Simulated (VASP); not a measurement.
# Zn (Fm-3m) in VASP: single point with PBE

Aim: the single point of Zn with PBE.

Program: VASP 6.6.1. These are calculated values, not measurements. Logs are shortened: lines on timing, memory, paths and dates and some standing lists are left out, and cuts for length are marked.

### Step 1. The cell of the first run

It takes space group Fm-3m (No. 225, cubic). Conventional cell: a = 3.928 Å, b = 3.928 Å, c = 3.928 Å, α = 90.00°, β = 90.00°, γ = 90.00°. Within 3.7 Å of Zn (site symmetry m-3m) lie 12 Zn at 2.78 Å.

### Step 2. Single point, PBE

INCAR reads:

```
PREC = Accurate
ENCUT = 500
EDIFF = 1E-6
ISMEAR = -1
SIGMA = 0.1
LREAL = False
LASPH = True
NELM = 120
ALGO = Normal
ISIF = 2
LWAVE = False
LCHARG = True
GGA = PE
LELF = True
LVHAR = True
NBANDS = 12
GGA_COMPAT = False
```

KPOINTS reads:

```
Automatic mesh
0
Gamma
  4 4 4
```

POSCAR reads:

```
Zn
1.0
   -1.9640518452      0.0000000000      1.9640518452
    0.0000000000      1.9640518452      1.9640518452
   -1.9640518452      1.9640518452      0.0000000000
Zn
1
Direct
    0.0000000000      0.0000000000      0.0000000000
```

Potentials or basis: VASP PAW PBE potentials, release 64 (Zn).

Started as:

```console
$ cat potpaw_PBE.64/Zn/POTCAR > POTCAR
$ mpirun -np 1 vasp_std > vasp.out
```

OUTCAR:

```text
PREC = Accurate
   ENCUT = 500
   EDIFF = 1E-6
   ISMEAR = -1
   LREAL = False
   LASPH = True
   NELM = 120
   ISIF = 2
   GGA = PE

 ion  position               nearest neighbor table
   1  0.000  0.000  0.000-

  LATTYP: Found a face centered cubic cell.
 ALAT       =     3.9281036904

  Lattice vectors:

 A1 = (  -1.9640518452,   0.0000000000,   1.9640518452)
 A2 = (   0.0000000000,   1.9640518452,   1.9640518452)
 A3 = (  -1.9640518452,   1.9640518452,   0.0000000000)

Analysis of symmetry for initial positions (statically):
=====================================================================
 Subroutine PRICEL returns:
 Original cell was already a primitive cell.

 Routine SETGRP: Setting up the symmetry group for a
 face centered cubic supercell.

 Subroutine GETGRP returns: Found 48 space group operations
 (whereof 48 operations were pure point group operations)
 out of a pool of 48 trial point group operations.

The static configuration has the point symmetry O_h .

Analysis of symmetry for dynamics (positions and initial velocities):
=====================================================================
 Subroutine PRICEL returns:
 Original cell was already a primitive cell.

 Routine SETGRP: Setting up the symmetry group for a
 face centered cubic supercell.

 Subroutine GETGRP returns: Found 48 space group operations
 (whereof 48 operations were pure point group operations)
 out of a pool of 48 trial point group operations.

The dynamic configuration has the point symmetry O_h .

 Subroutine INISYM returns: Found 48 space group operations
 (whereof 48 operations are pure point group operations),
 and found     1 'primitive' translations

----------------------------------------------------------------------------------------

                                     Primitive cell

  volume of cell :      15.1527

  direct lattice vectors                    reciprocal lattice vectors
    -1.964051845  0.000000000  1.964051845    -0.254575764 -0.254575764  0.254575764
     0.000000000  1.964051845  1.964051845     0.254575764  0.254575764  0.254575764
    -1.964051845  1.964051845  0.000000000    -0.254575764  0.254575764 -0.254575764

  length of vectors
     2.777588757  2.777588757  2.777588757     0.440938158  0.440938158  0.440938158

  position of ions in fractional coordinates (direct lattice)
[... 63 lines left out ...]
   NSW    =      0    number of steps for IOM
   IBRION =     -1    ionic relax: 0-MD 1-quasi-New 2-CG
   NFREE  =      0    steps in history (QN), initial steepest desc. (CG)
   ISIF   =      2    stress and relaxation
   ISYM   =      2    0-nonsym 1-usesym 2-fastsym
   POTIM  = 0.5000    time-step for ionic-motion
   TEBEG  =    0.0;   TEEND  =   0.0 temperature during run
   PSTRESS=    0.0 pullay stress
   NELECT =      12.0000    total number of electrons
   NUPDOWN=      -1.0000    fix difference up-down
   EMIN   =  10.00;   EMAX   =-10.00  energy-range for DOS
   EFERMI =   0.00;   METHOD = LEGACY
   ISMEAR =    -1;   SIGMA  =   0.10  broadening in eV -4-tet -1-fermi 0-gaus
   EFERMI_NEDOS =   21; number of points for ismear=-14 and -15
   IALGO  =     38    algorithm
   IMIX   =      4    mixing-type and parameters
     AMIX     =   0.40;   BMIX     =  1.00
     AMIX_MAG =   1.60;   BMIX_MAG =  1.00
  volume/ion in A,a.u.               =      15.15       102.26
  Fermi-wavevector in a.u.,A,eV,Ry     =   1.514627  2.862230 31.213048  2.294094
  Thomas-Fermi vector in A             =   2.624259
   LORBIT       =      0    0 simple, 1 ext, 2 COOP (PROOUT), +10 PAW based schemes
   GGA     = PE    functional components
   LHFCALC =     F    Hartree Fock is set to
   AEXX    =    0.0000 exact exchange contribution
   IVDW    =     0    specifies the selected vdW correction
   LEPSILON=     F    determine dielectric tensor
   LRPA    =     F    only Hartree local field effects (RPA)
 non-spin polarized calculation
  energy-cutoff  :      500.00
  volume of cell :       15.15
 maximum number of plane-waves:       396
   NGX = 11   NGY = 11   NGZ = 11

 number of electron      11.9999991 magnetization

 Free energy of the ion-electron system (eV)
  ---------------------------------------------------
  ext. energy  EPLUGINS =         0.00000000
  ---------------------------------------------------
  free energy    TOTEN  =        -1.30321833 eV

  energy without entropy =       -1.29191703  energy(sigma->0) =       -1.29756768

 E-fermi :   4.8675     XC(G=0): -11.5774

 val. band max:        4.8360945318   @ k =   0.5000   0.5000   0.0000
 cond. band min:       5.3510724613   @ k =  -0.2500   0.5000   0.2500
 fundamental gap:      0.5149779295
 Fermi energy:         4.8674640769

 k-point     1 :       0.0000    0.0000    0.0000
  band No.  band energies     occupation
      1      -7.2672      2.00000
      2      -4.4943      2.00000
      3      -4.4943      2.00000
      4      -4.4943      2.00000
      5      -4.1114      2.00000
      6      -4.1114      2.00000
      7      21.3835      0.00000
      8      21.3835      0.00000
      9      21.3835      0.00000
     10      21.9953      0.00000
     11      24.1624      0.00000
     12      24.1624      0.00000
[... 91 lines left out ...]
 k-point     8 :      -0.2500    0.5000    0.2500
  band No.  band energies     occupation
      1      -4.8380      2.00000
      2      -4.5943      2.00000
      3      -4.5943      2.00000
      4      -4.0884      2.00000
      5      -3.7555      2.00000
      6       5.3511      0.01575
      7       5.3511      0.01575
      8       6.2179      0.00000
      9       7.1435      0.00000
     10      24.7256      0.00000
     11      25.3256      0.00000
     12      25.3256      0.00000

------------------------ aborting loop because EDIFF is reached ----------------------------------------

  FORCE on cell =-STRESS in cart. coord.  units (eV):
  Direction    XX          YY          ZZ          XY          YZ          ZX
  --------------------------------------------------------------------------------------
  -------------------------------------------------------------------------------------
  Total        0.0437627      0.0437627      0.0437627     -0.0000000     -0.0000000     -0.0000000
  in kB        4.6272846      4.6272846      4.6272846     -0.0000000     -0.0000000     -0.0000000
  external PRESSURE =       4.6272846 kB  Pullay stress =       0.0000000 kB

 VOLUME and BASIS-vectors are now :
 -----------------------------------------------------------------------------
  energy-cutoff  :      500.00
  volume of cell :       15.15
      direct lattice vectors                 reciprocal lattice vectors
    -1.964051845  0.000000000  1.964051845    -0.254575764 -0.254575764  0.254575764
     0.000000000  1.964051845  1.964051845     0.254575764  0.254575764  0.254575764
    -1.964051845  1.964051845  0.000000000    -0.254575764  0.254575764 -0.254575764

 POSITION                                       TOTAL-FORCE (eV/Angst)
 -----------------------------------------------------------------------------------
      0.00000      0.00000      0.00000         0.000000      0.000000      0.000000
 -----------------------------------------------------------------------------------
    total drift:                               -0.000000      0.000000      0.000000

  FREE ENERGIE OF THE ION-ELECTRON SYSTEM (eV)
  ---------------------------------------------------
  free  energy   TOTEN  =        -1.3032183267 eV

  energy  without entropy=       -1.2919170307  energy(sigma->0) =       -1.29756768
```

OSZICAR:

```text
N       E                     dE             d eps       ncg     rms          rms(c)
DAV:   1     0.412220886545E+02    0.41222E+02   -0.65490E+03   208   0.154E+03
DAV:   2    -0.193349203698E+00   -0.41415E+02   -0.38471E+02   204   0.215E+02
DAV:   3    -0.139288465814E+01   -0.11995E+01   -0.11978E+01   228   0.347E+01
DAV:   4    -0.139486788274E+01   -0.19832E-02   -0.19831E-02   220   0.149E+00
DAV:   5    -0.139486939025E+01   -0.15075E-05   -0.15070E-05   232   0.381E-02    0.277E+00
DAV:   6    -0.130970448776E+01    0.85165E-01   -0.42926E-01   216   0.132E+01    0.210E+00
DAV:   7    -0.130521704304E+01    0.44874E-02   -0.70905E-03   200   0.164E+00    0.106E+00
DAV:   8    -0.130321003693E+01    0.20070E-02   -0.99472E-04   232   0.464E-01    0.368E-02
DAV:   9    -0.130321814662E+01   -0.81097E-05   -0.73804E-05   248   0.109E-01    0.190E-02
DAV:  10    -0.130321832668E+01   -0.18006E-06   -0.41984E-06   200   0.314E-02
   1 F= -.13032183E+01 E0= -.12975677E+01  d E =-.113013E-01
```

stdout:

```text
POSCAR found type information on POSCAR Zn
 POSCAR found :  1 types and       1 ions
 scaLAPACK will be used
 LDA part: xc-table for (Slater+PW92), standard interpolation
 POSCAR, INCAR and KPOINTS ok, starting setup
 FFT: planning ... GRIDC
 FFT: planning ... GRID_SOFT
 FFT: planning ... GRID
 WAVECAR not read
 entering main loop
```

Run time: 3.8 s. Hardware: 1 thread of Intel Xeon Platinum 8559C (Emerald Rapids), shared host; peak memory 0.11 GiB.

Results:

| Quantity | Value |
| --- | --- |
| Free energy | -1.3032 eV |
| Pressure | 0.5 GPa |
| Band gap on the k mesh | zero (band 6 reaches 5.35 eV, above the bottom of band 7 at 1.73 eV) |

Caveat: the k points lie up to 0.69 Å⁻¹ apart.
